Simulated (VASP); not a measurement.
# ZnS (F-43m) in VASP: further runs, part 2 of 2

VASP 6.6.1. The steps go on from the part before.

**3. Relaxation of cell and atoms, PBEsol, target pressure 20 GPa, at which the enthalpy is minimised**

File INCAR:

```
PREC     = Accurate       # precision mode
ENCUT    = 600            # plane-wave cutoff, eV
EDIFF    = 1E-6           # SCF threshold, eV
ISMEAR   = -1             # smearing method
SIGMA    = 0.05           # smearing width, eV
LREAL    = F              # projectors in reciprocal space
LASPH    = T              # aspherical terms in the spheres
NELM     = 100            # most SCF steps
ALGO     = Normal         # electronic algorithm
ISIF     = 3              # what is computed and relaxed
LWAVE    = F              # write WAVECAR
LCHARG   = F              # write CHGCAR
GGA      = PS             # functional
IBRION   = 2              # ionic algorithm
NSW      = 80             # ionic steps
EDIFFG   = -0.01          # ionic threshold
PSTRESS  = 200.0
```

File KPOINTS:

```
Automatic mesh
0
Gamma
  9 9 9
```

File POSCAR:

```
ZnS
1.0
    0.0000000000      2.7020000000      2.7020000000
    2.7020000000      0.0000000000      2.7020000000
    2.7020000000      2.7020000000      0.0000000000
Zn S
1 1
Direct
    0.7500000000      0.7500000000      0.7500000000
    0.0000000000      0.0000000000      0.0000000000
```

Potentials or basis: VASP PAW PBE potentials, release 64 (Zn, S).

Run with:

```
> cat potpaw_PBE.64/Zn/POTCAR potpaw_PBE.64/S/POTCAR > POTCAR
> mpirun -np 1 vasp_std > vasp.out
```

OUTCAR:

```text
PREC = Accurate
   ENCUT = 600
   EDIFF = 1E-6
   ISMEAR = -1
   LREAL = F
   LASPH = T
   NELM = 100
   ISIF = 3
   GGA = PS
   IBRION = 2
   NSW = 80
   EDIFFG = -0.01
   PSTRESS = 200.0

 ion  position               nearest neighbor table
   1  0.750  0.750  0.750-   2 2.34   2 2.34   2 2.34   2 2.34
   2  0.000  0.000  0.000-   1 2.34   1 2.34   1 2.34   1 2.34

  LATTYP: Found a face centered cubic cell.
 ALAT       =     5.4040000000

  Lattice vectors:

 A1 = (   0.0000000000,   2.7020000000,   2.7020000000)
 A2 = (   2.7020000000,   0.0000000000,   2.7020000000)
 A3 = (   2.7020000000,   2.7020000000,   0.0000000000)

Analysis of symmetry for initial positions (statically):
=====================================================================
 Subroutine PRICEL returns:
 Original cell was already a primitive cell.

 Routine SETGRP: Setting up the symmetry group for a
 face centered cubic supercell.

 Subroutine GETGRP returns: Found 24 space group operations
 (whereof 24 operations were pure point group operations)
 out of a pool of 48 trial point group operations.

The static configuration has the point symmetry T_d .

Analysis of symmetry for dynamics (positions and initial velocities):
=====================================================================
 Subroutine PRICEL returns:
 Original cell was already a primitive cell.

 Routine SETGRP: Setting up the symmetry group for a
 face centered cubic supercell.

 Subroutine GETGRP returns: Found 24 space group operations
 (whereof 24 operations were pure point group operations)
 out of a pool of 48 trial point group operations.

The dynamic configuration has the point symmetry T_d .

 Subroutine INISYM returns: Found 24 space group operations
 (whereof 24 operations are pure point group operations),
 and found     1 'primitive' translations

[... 77 lines left out ...]
   number of dos      NEDOS =    301   number of ions     NIONS =      2
   total plane-waves  NPLWV =  32768
   dimension x,y,z NGX =    32 NGY =   32 NGZ =   32
   dimension x,y,z NGXF=    64 NGYF=   64 NGZF=   64
   ions per type =               1   1
   NGX,Y,Z   is equivalent  to a cutoff of  13.92, 13.92, 13.92 a.u.
   NGXF,Y,Z  is equivalent  to a cutoff of  27.84, 27.84, 27.84 a.u.
 SYSTEM =  unknown system
   PREC   = accura    normal or accurate (medium, high low for compatibility)
   ISTART =      0    job   : 0-new  1-cont  2-samecut
   ICHARG =      2    charge: 1-file 2-atom 10-const
   ISPIN  =      1    spin polarized calculation?
   LNONCOLLINEAR =      F non collinear calculations
   LSORBIT =      F    spin-orbit coupling
   LASPH  =      T    aspherical Exc in radial PAW
   ENCUT  =  600.0 eV  44.10 Ry    6.64 a.u.   7.63  7.63  7.63*2*pi/ulx,y,z
   NELM   =    100;   NELMIN=  2; NELMDL= -5     # of ELM steps
   EDIFF  = 0.1E-05   stopping-criterion for ELM
   LREAL  =      F    real-space projection
   EDIFFG = -.1E-01   stopping-criterion for IOM
   NSW    =     80    number of steps for IOM
   IBRION =      2    ionic relax: 0-MD 1-quasi-New 2-CG
   NFREE  =      1    steps in history (QN), initial steepest desc. (CG)
   ISIF   =      3    stress and relaxation
   ISYM   =      2    0-nonsym 1-usesym 2-fastsym
   POTIM  = 0.5000    time-step for ionic-motion
   TEBEG  =    0.0;   TEEND  =   0.0 temperature during run
   PSTRESS=  200.0 pullay stress
   NELECT =      18.0000    total number of electrons
   NUPDOWN=      -1.0000    fix difference up-down
   EMIN   =  10.00;   EMAX   =-10.00  energy-range for DOS
   EFERMI =   0.00;   METHOD = LEGACY
   ISMEAR =    -1;   SIGMA  =   0.05  broadening in eV -4-tet -1-fermi 0-gaus
   EFERMI_NEDOS =   21; number of points for ismear=-14 and -15
   IALGO  =     38    algorithm
   IMIX   =      4    mixing-type and parameters
     AMIX     =   0.40;   BMIX     =  1.00
     AMIX_MAG =   1.60;   BMIX_MAG =  1.00
  volume/ion in A,a.u.               =      19.73       133.12
  Fermi-wavevector in a.u.,A,eV,Ry     =   1.260290  2.381602 21.610537  1.588330
  Thomas-Fermi vector in A             =   2.393807
   LORBIT       =      0    0 simple, 1 ext, 2 COOP (PROOUT), +10 PAW based schemes
   GGA     = PS    functional components
   LHFCALC =     F    Hartree Fock is set to
   AEXX    =    0.0000 exact exchange contribution
   IVDW    =     0    specifies the selected vdW correction
   LEPSILON=     F    determine dielectric tensor
   LRPA    =     F    only Hartree local field effects (RPA)
 conjugate gradient relaxation of ions
 non-spin polarized calculation
  energy-cutoff  :      600.00
  volume of cell :       39.45
 maximum number of plane-waves:      1363
   NGX = 15   NGY = 15   NGZ = 15

--------------------------------------- Ionic step        1  -------------------------------------------

 number of electron      17.9999998 magnetization

 Free energy of the ion-electron system (eV)
  ---------------------------------------------------
  ext. energy  EPLUGINS =         0.00000000
  ---------------------------------------------------
  free energy    TOTEN  =        -7.58386512 eV

  energy without entropy =       -7.58386512  energy(sigma->0) =       -7.58386512

 E-fermi :   2.9697     XC(G=0):  -9.8501

 val. band max:        2.0123647333   @ k =   0.0000   0.0000   0.0000
 cond. band min:       3.9904217514   @ k =   0.0000   0.0000   0.0000
 fundamental gap:      1.9780570182
 Fermi energy:         2.9696568021
[... 1004 lines left out ...]
--------------------------------------- Ionic step        7  -------------------------------------------

 number of electron      17.9999996 magnetization

 Free energy of the ion-electron system (eV)
  ---------------------------------------------------
  ext. energy  EPLUGINS =         0.00000000
  ---------------------------------------------------
  free energy    TOTEN  =        -7.26296819 eV

  energy without entropy =       -7.26296819  energy(sigma->0) =       -7.26296819

 E-fermi :   5.1034     XC(G=0): -10.8036

 val. band max:        4.0851280764   @ k =   0.0000   0.0000   0.0000
 cond. band min:       6.8779753115   @ k =   0.4444   0.4444   0.0000
 fundamental gap:      2.7928472351
 Fermi energy:         5.1034258469
[... 417 lines left out ...]
  energy  without entropy=       -7.2629681885  energy(sigma->0) =       -7.26296819

  enthalpy is  TOTEN    =        -3.2182945272 eV   P V=        4.0446736614

 reached required accuracy - stopping structural energy minimisation
```

OSZICAR:

```text
N       E                     dE             d eps       ncg     rms          rms(c)
DAV:   1     0.838676282739E+02    0.83868E+02   -0.95439E+03   910   0.179E+03
DAV:   2    -0.183451006390E+01   -0.85702E+02   -0.81185E+02   985   0.301E+02
DAV:   3    -0.790737356016E+01   -0.60729E+01   -0.60303E+01  1130   0.742E+01
DAV:   4    -0.798765014029E+01   -0.80277E-01   -0.80237E-01  1020   0.896E+00
[... 70 lines left out ...]
DAV:   2    -0.726317473112E+01    0.13720E-02   -0.49047E-03  1085   0.264E+00    0.118E-01
DAV:   3    -0.726301508152E+01    0.15965E-03   -0.18639E-04  1122   0.248E-01    0.552E-02
DAV:   4    -0.726297208552E+01    0.42996E-04   -0.47092E-05  1085   0.112E-01    0.241E-02
DAV:   5    -0.726296886222E+01    0.32233E-05   -0.51226E-06  1297   0.409E-02    0.104E-02
DAV:   6    -0.726296818854E+01    0.67368E-06   -0.13057E-06   593   0.216E-02
   7 F= -.32182945E+01 E0= -.32182945E+01  d E =-.102778E-03
```

CONTCAR:

```text
ZnS
   1.00000000000000
    -0.0000000000000000    2.5303350188683624    2.5303350188683624
     2.5303350188683624    0.0000000000000000    2.5303350188683624
     2.5303350188683624    2.5303350188683624   -0.0000000000000000
  Zn              S
     1     1
Direct
     0.7500000000000000    0.7500000000000000    0.7500000000000000
     0.0000000000000000    0.0000000000000000    0.0000000000000000

  0.00000000E+00  0.00000000E+00  0.00000000E+00
  0.00000000E+00  0.00000000E+00  0.00000000E+00
```

It took 1.9 min on 1 thread of Intel Xeon 8259CL, shared host; peak memory 0.2 GiB.

What came out:

```yaml
Free_energy: -7.2630 eV
Relaxed_volume: 16.20 Å³/atom
Relaxed_cell: a = 3.578 Å, b = 3.578 Å, c = 3.578 Å, α = 60.00°, β = 60.00°, γ = 60.00°
Space_group_after_relaxing_to_0.1_Å: F-43m (No. 216)
Energy_change_on_relaxing_the_run_minimises_the_enthalpy: +160.4 meV/atom
Ionic_steps: 7
Pressure_after_relaxing: 20.0 GPa
Band_gap_on_the_k_mesh: 2.79 eV (least direct gap 2.87 eV)
```

The path:
| step | energy change (eV) | largest force (eV/Å) | pressure (GPa) | volume (Å³) |
| --- | --- | --- | --- | --- |
| 1 | 0.0000 | 0.0000 | -1.74 | 39.45 |
| 2 | 1.9931 | 0.0000 | 73.27 | 26.06 |
| 3 | 0.2854 | 0.0000 | 18.48 | 32.70 |
| 4 | 0.3148 | 0.0000 | 19.80 | 32.45 |
| 5 | 0.3313 | 0.0000 | 20.41 | 32.32 |
| 6 | 0.3095 | 0.0000 | 19.53 | 32.49 |
| 7 | 0.3209 | 0.0000 | 20.00 | 32.40 |

Final structure:
```cif
data_structure
_symmetry_space_group_name_H-M 'P 1'
_symmetry_Int_Tables_number 1
_cell_length_a 3.5784
_cell_length_b 3.5784
_cell_length_c 3.5784
_cell_angle_alpha 60.000
_cell_angle_beta 60.000
_cell_angle_gamma 60.000
_cell_volume 32.40
loop_
_atom_site_label
_atom_site_type_symbol
_atom_site_fract_x
_atom_site_fract_y
_atom_site_fract_z
_atom_site_occupancy
Zn1 Zn 0.75000 0.75000 0.75000 1
S1 S 0.00000 0.00000 0.00000 1
```

Levels at points of the mesh, in eV from the valence-band top:
```csv
k point,band 5,band 6,band 7,band 8,band 9,band 10,band 11,band 12,band 13
"(0.00, 0.00, 0.00)",-6.65,-6.65,0.00,0.00,0.00,2.87,6.08,6.08,6.08
```

Caveat: the cell is relaxed towards a set pressure, so the run minimises the enthalpy, not the energy; the volume moved by over 15 % at a fixed basis, so the end points are rough; the PAW data sets were made with another functional, which shifts forces and pressure a little; an odd mesh through Γ misses points on the zone boundary, where band edges can lie.

**4. Relaxation of cell and atoms, PBEsol, target pressure 30 GPa, at which the enthalpy is minimised**

File INCAR:

```
SYSTEM = ZnS
PREC = Accurate ; ENCUT = 600
EDIFF = 1E-6 ; ISMEAR = -1
SIGMA = 0.05 ; LREAL = .False.
LASPH = .True. ; NELM = 80
ALGO = Normal ; ISIF = 3
LWAVE = .False. ; LCHARG = .False.
GGA = PS ; IBRION = 2
NSW = 80 ; EDIFFG = -0.01
PSTRESS = 300.0
```

File KPOINTS:

```
regular mesh
0
Gamma
  9 9 9
  0 0 0
```

POSCAR is that of step 3.

Run with:

```
> cat potpaw_PBE.64/Zn/POTCAR potpaw_PBE.64/S/POTCAR > POTCAR
> mpirun -np 1 vasp_std > vasp.out
```

It took 1.9 min on 1 thread of Intel Xeon 8259CL, shared host; peak memory 0.2 GiB.

The run converged. Its results:

```yaml
Free_energy: -6.9893 eV
Relaxed_volume: 15.32 Å³/atom
Relaxed_cell: a = 3.512 Å, b = 3.512 Å, c = 3.512 Å, α = 60.00°, β = 60.00°, γ = 60.00°
Space_group_after_relaxing_to_0.1_Å: F-43m (No. 216)
Energy_change_on_relaxing_the_run_minimises_the_enthalpy: +297.3 meV/atom
Ionic_steps: 7
Pressure_after_relaxing: 30.1 GPa
Band_gap_on_the_k_mesh: 2.62 eV (least direct gap 3.14 eV)
```

The path:
```
step  energy change (eV)  largest force (eV/Å)  pressure (GPa)  volume (Å³)
   1              0.0000                0.0000           -1.74        39.45
   2              5.6815                0.0000          180.25        21.08
   3              0.4578                0.0000           25.24        31.43
   4              0.5457                0.0000           28.29        30.90
   5              0.5968                0.0000           30.12        30.62
   6              0.5885                0.0000           29.83        30.66
   7              0.5945                0.0000           30.08        30.63
```

Final structure:
```cif
data_structure
_symmetry_space_group_name_H-M 'P 1'
_symmetry_Int_Tables_number 1
_cell_length_a 3.5121
_cell_length_b 3.5121
_cell_length_c 3.5121
_cell_angle_alpha 60.000
_cell_angle_beta 60.000
_cell_angle_gamma 60.000
_cell_volume 30.63
loop_
_atom_site_label
_atom_site_type_symbol
_atom_site_fract_x
_atom_site_fract_y
_atom_site_fract_z
_atom_site_occupancy
Zn1 Zn 0.75000 0.75000 0.75000 1
S1 S 0.00000 0.00000 0.00000 1
```

Levels at points of the mesh, in eV from the valence-band top:
```
           k point  band 7  band 8  band 9  band 10  band 11  band 12
(0.00, 0.00, 0.00)    0.00    0.00    0.00     3.14     5.97     5.97
```

Caveat: the cell is relaxed towards a set pressure, so the run minimises the enthalpy, not the energy; the volume moved by over 15 % at a fixed basis, so the end points are rough; the PAW data sets were made with another functional, which shifts forces and pressure a little; an odd mesh through Γ misses points on the zone boundary, where band edges can lie.

**5. Overview**

```tsv
cell	gap on the mesh (eV)	pressure (GPa)
relaxed to 10 GPa	2.54	10.0
relaxed to 20 GPa	2.79	20.0
relaxed to 30 GPa	2.62	30.1
```

Alike in all rows: task relaxation of cell and atoms; level PBEsol; potentials or basis VASP PAW PBE potentials, release 64 (Zn, S); no spin polarisation; k mesh 9 × 9 × 9; cutoff (eV) 600; smearing fermi-dirac 0.05 eV.

Caveats: the cell is relaxed towards a set pressure, so the run minimises the enthalpy, not the energy; the PAW data sets were made with another functional, which shifts forces and pressure a little; an odd mesh through Γ misses points on the zone boundary, where band edges can lie; the volume moved by over 15 % at a fixed basis, so the end points are rough (at least some runs).

Absolute energies hang on the potentials; compare differences alone.
